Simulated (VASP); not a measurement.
# Ba (Fd-3m) in VASP: further runs

Ba is run at these levels: PBEsol; tasks: single point.

Everything below comes from runs of VASP 6.6.1. Logs are shortened: lines on timing, memory, paths and dates and some standing lists are left out, and cuts for length are marked.

### Step 1. The cell of the first run

Symmetry: Fd-3m, No. 227, cubic system. Conventional cell: a = 5.592 Å, b = 5.592 Å, c = 5.592 Å, α = 90.00°, β = 90.00°, γ = 90.00°. Within 3.2 Å of Ba (site symmetry -43m) lie 4 Ba at 2.42 Å.

This isn't the form of Ba at room conditions, which is bcc.

### Step 2. Single point, PBEsol (21.86 Å³/atom)

INCAR

```
SYSTEM = Ba
  ALGO = Normal
  EDIFF = 1E-6
  ENCUT = 520
  GGA = PS
  ISIF = 2
  ISMEAR = -1
  LASPH = .TRUE.
  LCHARG = .TRUE.
  LELF = .TRUE.
  LREAL = .FALSE.
  LVHAR = .TRUE.
  LWAVE = .FALSE.
  NBANDS = 17
  NELM = 100
  PREC = Accurate
  SIGMA = 0.05
```

KPOINTS

```
k-points
0
G
  9 9 9
  0 0 0
```

POSCAR

```
Ba
1.0
    0.0000000000      2.7962178098      2.7962178098
    2.7962178098      0.0000000000      2.7962178098
    2.7962178098      2.7962178098      0.0000000000
Ba
2
Direct
   -0.1250000000     -0.1250000000     -0.1250000000
    0.1250000000      0.1250000000      0.1250000000
```

Potentials or basis: VASP PAW PBE potentials, release 64 (Ba_sv).

Run with:

```bash
> cat potpaw_PBE.64/Ba_sv/POTCAR > POTCAR
> mpirun -np 1 vasp_std > vasp.out
```

OUTCAR:

```text
SYSTEM = Ba
   EDIFF = 1E-6
   ENCUT = 520
   GGA = PS
   ISIF = 2
   ISMEAR = -1
   LASPH = .TRUE.
   LREAL = .FALSE.
   NELM = 100
   PREC = Accurate

 ion  position               nearest neighbor table
   1  0.875  0.875  0.875-   2 2.42   2 2.42   2 2.42   2 2.42   2 4.64   2 4.64   2 4.64   2 4.64
                             2 4.64   2 4.64   2 4.64   2 4.64   2 4.64   2 4.64   2 4.64   2 4.64
   2  0.125  0.125  0.125-   1 2.42   1 2.42   1 2.42   1 2.42   1 4.64   1 4.64   1 4.64   1 4.64
                             1 4.64   1 4.64   1 4.64   1 4.64   1 4.64   1 4.64   1 4.64   1 4.64

  LATTYP: Found a face centered cubic cell.
 ALAT       =     5.5924356196

  Lattice vectors:

 A1 = (   0.0000000000,   2.7962178098,   2.7962178098)
 A2 = (   2.7962178098,   0.0000000000,   2.7962178098)
 A3 = (   2.7962178098,   2.7962178098,   0.0000000000)

Analysis of symmetry for initial positions (statically):
=====================================================================
 Subroutine PRICEL returns:
 Original cell was already a primitive cell.

 Routine SETGRP: Setting up the symmetry group for a
 face centered cubic supercell.

 Subroutine GETGRP returns: Found 48 space group operations
 (whereof 12 operations were pure point group operations)
 out of a pool of 48 trial point group operations.

The static configuration has the point symmetry D_3d.
 The point group associated with its full space group is O_h .

Analysis of symmetry for dynamics (positions and initial velocities):
=====================================================================
 Subroutine PRICEL returns:
 Original cell was already a primitive cell.

 Routine SETGRP: Setting up the symmetry group for a
 face centered cubic supercell.

 Subroutine GETGRP returns: Found 48 space group operations
 (whereof 12 operations were pure point group operations)
 out of a pool of 48 trial point group operations.

The dynamic configuration has the point symmetry D_3d.
 The point group associated with its full space group is O_h .

 Subroutine INISYM returns: Found 48 space group operations
 (whereof 12 operations are pure point group operations),
 and found     1 'primitive' translations

----------------------------------------------------------------------------------------

                                     Primitive cell

  volume of cell :      43.7263

  direct lattice vectors                    reciprocal lattice vectors
     0.000000000  2.796217810  2.796217810    -0.178812966  0.178812966  0.178812966
     2.796217810  0.000000000  2.796217810     0.178812966 -0.178812966  0.178812966
     2.796217810  2.796217810  0.000000000     0.178812966  0.178812966 -0.178812966

  length of vectors
     3.954449150  3.954449150  3.954449150     0.309713142  0.309713142  0.309713142

  position of ions in fractional coordinates (direct lattice)
     0.875000000  0.875000000  0.875000000
     0.125000000  0.125000000  0.125000000

  ion indices of the primitive-cell ions
   primitive index   ion index
                 1           1
                 2           2

----------------------------------------------------------------------------------------

 KPOINTS: k-points

Automatic generation of k-mesh.
 Grid dimensions read from file:
 generate k-points for:    9    9    9

 Generating k-lattice:

  Cartesian coordinates                     Fractional coordinates (reciprocal lattice)
    -0.019868107  0.019868107  0.019868107     0.111111111  0.000000000  0.000000000
     0.019868107 -0.019868107  0.019868107     0.000000000  0.111111111  0.000000000
     0.019868107  0.019868107 -0.019868107     0.000000000  0.000000000  0.111111111

  Length of vectors
     0.034412571  0.034412571  0.034412571

  Shift w.r.t. Gamma in fractional coordinates (k-lattice)
     0.000000000  0.000000000  0.000000000

 Subroutine IBZKPT returns following result:
 ===========================================

 Found     35 irreducible k-points:

 Following reciprocal coordinates:
            Coordinates               Weight
  0.000000  0.000000  0.000000      1.000000
  0.111111  0.000000  0.000000      8.000000
  0.222222  0.000000  0.000000      8.000000
  0.333333  0.000000  0.000000      8.000000
  0.444444  0.000000  0.000000      8.000000
  0.111111  0.111111  0.000000      6.000000
[... 16 lines left out ...]
 -0.333333  0.333333  0.000000     12.000000
  0.444444  0.444444  0.000000      6.000000
 [... further k-points ...]
   k-points           NKPTS =     35   k-points in BZ     NKDIM =     35   number of bands    NBANDS=     17
   number of dos      NEDOS =    301   number of ions     NIONS =      2
   total plane-waves  NPLWV =  27000
   dimension x,y,z NGX =    30 NGY =   30 NGZ =   30
   dimension x,y,z NGXF=    60 NGYF=   60 NGZF=   60
   ions per type =               2
   NGX,Y,Z   is equivalent  to a cutoff of  12.61, 12.61, 12.61 a.u.
   NGXF,Y,Z  is equivalent  to a cutoff of  25.22, 25.22, 25.22 a.u.
 SYSTEM =  Ba
   PREC   = accura    normal or accurate (medium, high low for compatibility)
   ISTART =      0    job   : 0-new  1-cont  2-samecut
   ICHARG =      2    charge: 1-file 2-atom 10-const
   ISPIN  =      1    spin polarized calculation?
   LNONCOLLINEAR =      F non collinear calculations
   LSORBIT =      F    spin-orbit coupling
   LASPH  =      T    aspherical Exc in radial PAW
   ENCUT  =  520.0 eV  38.22 Ry    6.18 a.u.   7.35  7.35  7.35*2*pi/ulx,y,z
   NELM   =    100;   NELMIN=  2; NELMDL= -5     # of ELM steps
   EDIFF  = 0.1E-05   stopping-criterion for ELM
   LREAL  =      F    real-space projection
   EDIFFG = 0.1E-04   stopping-criterion for IOM
   NSW    =      0    number of steps for IOM
   IBRION =     -1    ionic relax: 0-MD 1-quasi-New 2-CG
   NFREE  =      0    steps in history (QN), initial steepest desc. (CG)
   ISIF   =      2    stress and relaxation
   ISYM   =      2    0-nonsym 1-usesym 2-fastsym
   POTIM  = 0.5000    time-step for ionic-motion
   TEBEG  =    0.0;   TEEND  =   0.0 temperature during run
   PSTRESS=    0.0 pullay stress
   NELECT =      20.0000    total number of electrons
   NUPDOWN=      -1.0000    fix difference up-down
   EMIN   =  10.00;   EMAX   =-10.00  energy-range for DOS
   EFERMI =   0.00;   METHOD = LEGACY
   ISMEAR =    -1;   SIGMA  =   0.05  broadening in eV -4-tet -1-fermi 0-gaus
   EFERMI_NEDOS =   21; number of points for ismear=-14 and -15
   IALGO  =     38    algorithm
   IMIX   =      4    mixing-type and parameters
     AMIX     =   0.40;   BMIX     =  1.00
     AMIX_MAG =   1.60;   BMIX_MAG =  1.00
  volume/ion in A,a.u.               =      21.86       147.54
  Fermi-wavevector in a.u.,A,eV,Ry     =   1.261355  2.383614 21.647076  1.591015
  Thomas-Fermi vector in A             =   2.394818
   LORBIT       =      0    0 simple, 1 ext, 2 COOP (PROOUT), +10 PAW based schemes
   GGA     = PS    functional components
   LHFCALC =     F    Hartree Fock is set to
   AEXX    =    0.0000 exact exchange contribution
   IVDW    =     0    specifies the selected vdW correction
   LEPSILON=     F    determine dielectric tensor
   LRPA    =     F    only Hartree local field effects (RPA)
 non-spin polarized calculation
  energy-cutoff  :      520.00
  volume of cell :       43.73
 maximum number of plane-waves:      1243
 NGX is ok and might be reduce to    30
   NGX = 15   NGY = 15   NGZ = 15

 number of electron      19.9999998 magnetization

 Free energy of the ion-electron system (eV)
  ---------------------------------------------------
  ext. energy  EPLUGINS =         0.00000000
  ---------------------------------------------------
  free energy    TOTEN  =         9.44544666 eV

  energy without entropy =        9.46427100  energy(sigma->0) =        9.45485883

 E-fermi :   6.3756     XC(G=0): -11.5302

 val. band max:        6.3660252393   @ k =   0.3333   0.0000   0.0000
 cond. band min:       6.4021449057   @ k =  -0.2222   0.1111   0.0000
 fundamental gap:      0.0361196664
 Fermi energy:         6.3756475888

 k-point     1 :       0.0000    0.0000    0.0000
  band No.  band energies     occupation
      1     -25.6991      2.00000
      2     -17.7977      2.00000
      3     -10.2616      2.00000
      4     -10.2616      2.00000
      5     -10.2616      2.00000
      6      -5.5933      2.00000
[... 9 lines left out ...]
     16      17.9783      0.00000
     17      17.9783      0.00000

 k-point     2 :       0.1111    0.0000    0.0000
  band No.  band energies     occupation
      1     -25.5846      2.00000
      2     -18.1743      2.00000
      3     -10.3806      2.00000
      4     -10.3806      2.00000
      5     -10.1106      2.00000
      6      -5.3853      2.00000
[... 9 lines left out ...]
     16      16.5478      0.00000
     17      16.9184      0.00000

 k-point     3 :       0.2222    0.0000    0.0000
  band No.  band energies     occupation
      1     -25.2587      2.00000
      2     -19.0747      2.00000
      3     -10.6463      2.00000
      4     -10.6463      2.00000
      5      -9.8999      2.00000
      6      -4.9005      2.00000
[... 9 lines left out ...]
     16      14.9654      0.00000
     17      14.9654      0.00000

 k-point     4 :       0.3333    0.0000    0.0000
  band No.  band energies     occupation
      1     -24.7920      2.00000
      2     -20.0891      2.00000
      3     -10.9038      2.00000
      4     -10.9038      2.00000
      5      -9.8480      2.00000
      6      -4.4114      2.00000
[... 9 lines left out ...]
     16      15.5357      0.00000
     17      15.5357      0.00000
[... 343 lines left out ...]
      1     -23.4043      2.00000
      2     -22.1037      2.00000
      3     -12.2201      2.00000
      4     -11.7081      2.00000
      5      -7.2460      2.00000
      6      -5.5378      2.00000
[... 9 lines left out ...]
     16      15.2113      0.00000
     17      15.7314      0.00000

 k-point    23 :      -0.3333    0.3333    0.0000
  band No.  band energies     occupation
      1     -23.5817      2.00000
      2     -21.8904      2.00000
      3     -12.3402      2.00000
      4     -11.5135      2.00000
      5      -7.5444      2.00000
      6      -4.7197      2.00000
[... 9 lines left out ...]
     16      12.9129      0.00000
     17      14.0725      0.00000

 k-point    24 :       0.4444    0.4444    0.0000
  band No.  band energies     occupation
      1     -23.3591      2.00000
      2     -22.1593      2.00000
      3     -11.8987      2.00000
      4     -11.8987      2.00000
      5      -7.0029      2.00000
      6      -6.6794      2.00000
[... 9 lines left out ...]
     16      16.3940      0.00000
     17      16.4163      0.00000

 [... further k-points ...]
[... 5 lines left out ...]
  --------------------------------------------------------------------------------------
  -------------------------------------------------------------------------------------
  Total       40.4515623     40.4515623     40.4515623      0.0000000     -0.0000000      0.0000000
  in kB     1482.1866382   1482.1866382   1482.1866382      0.0000000     -0.0000000      0.0000000
  external PRESSURE =    1482.1866382 kB  Pullay stress =       0.0000000 kB

 VOLUME and BASIS-vectors are now :
 -----------------------------------------------------------------------------
  energy-cutoff  :      520.00
  volume of cell :       43.73
      direct lattice vectors                 reciprocal lattice vectors
     0.000000000  2.796217810  2.796217810    -0.178812966  0.178812966  0.178812966
     2.796217810  0.000000000  2.796217810     0.178812966 -0.178812966  0.178812966
     2.796217810  2.796217810  0.000000000     0.178812966  0.178812966 -0.178812966

 POSITION                                       TOTAL-FORCE (eV/Angst)
 -----------------------------------------------------------------------------------
      4.89338      4.89338      4.89338        -0.000000     -0.000000     -0.000000
      0.69905      0.69905      0.69905         0.000000      0.000000      0.000000
 -----------------------------------------------------------------------------------
    total drift:                               -0.000000      0.000000      0.000000

  FREE ENERGIE OF THE ION-ELECTRON SYSTEM (eV)
  ---------------------------------------------------
  free  energy   TOTEN  =         9.4454466571 eV

  energy  without entropy=        9.4642709993  energy(sigma->0) =        9.45485883
```

Wall time 32 s (1 thread of Intel Xeon Platinum 8259CL at 2.50GHz (Skylake/Cascade Lake), shared host); peak memory 0.18 GiB.

What came out:

```
Free energy            : 9.4454 eV
Pressure               : 148.2 GPa
Band gap on the k mesh : zero (bands 10 and 11 overlap by 2.11 eV)
```

Caveat: the cell stands under pressure; the PAW data sets were made with another functional, which shifts forces and pressure a little; spin-orbit coupling is left out, which moves the levels of the heavy elements.

[end of part 1 of 2]

The gap in the log of VASP goes by the Fermi energy; the results here count the filled bands.